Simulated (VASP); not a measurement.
Here is a VASP 6.6.1 calculation.

INCAR

```
PREC = Accurate
ENCUT = 500
EDIFF = 1E-6
ISMEAR = 0
SIGMA = 0.02
LREAL = False
LASPH = True
NELM = 120
ALGO = Normal
ISIF = 2
LWAVE = False
LCHARG = False
GGA = PE
IVDW = 12
NBANDS = 16
GGA_COMPAT = False
```

Contents of KPOINTS:

```
regular mesh
0
Gamma
  8 8 8
```

POSCAR

```
GaP
1.0
    0.0000000000      2.7229173955      2.7229173955
    2.7229173955      0.0000000000      2.7229173955
    2.7229173955      2.7229173955      0.0000000000
Ga P
1 1
Direct
    0.0000000000      0.0000000000      0.0000000000
    0.2500000000      0.2500000000      0.2500000000
```

Potentials or basis: VASP PAW PBE potentials, release 64 (Ga_d, P).

Command:

```console
$ cat potpaw_PBE.64/Ga_d/POTCAR potpaw_PBE.64/P/POTCAR > POTCAR
$ mpirun -np 1 vasp_std > vasp.out
```

Q: What does it give for the band gap on the k mesh?

A: 1.64 eV (least direct gap 1.85 eV).

Q: What does it give for the pressure?

A: -0.1 GPa.

Q: What does it give for the dispersion energy per atom?

A: -0.317 eV.

**What was measured.**

“Stacking defects in GaP nanowires: Electronic structure and optical properties”, 2018, arxiv:1810.01194 quotes, for a bulk crystal of GaP at 10 K: band gap 2.34 eV (indirect).

Measured gap of GaP: 2.34 eV (indirect; 10 K; quoted in “Stacking defects in GaP nanowires: Electronic structure and optical properties”, 2018, arxiv:1810.01194). This calculation gives 1.64 eV (-0.70 eV). Spin-orbit coupling on Ga is left out. The value is that of PBE+D3(BJ) on a finite k mesh, which can miss the band edges, without temperature or zero-point motion. Semilocal functionals fall short of measured gaps as a rule.
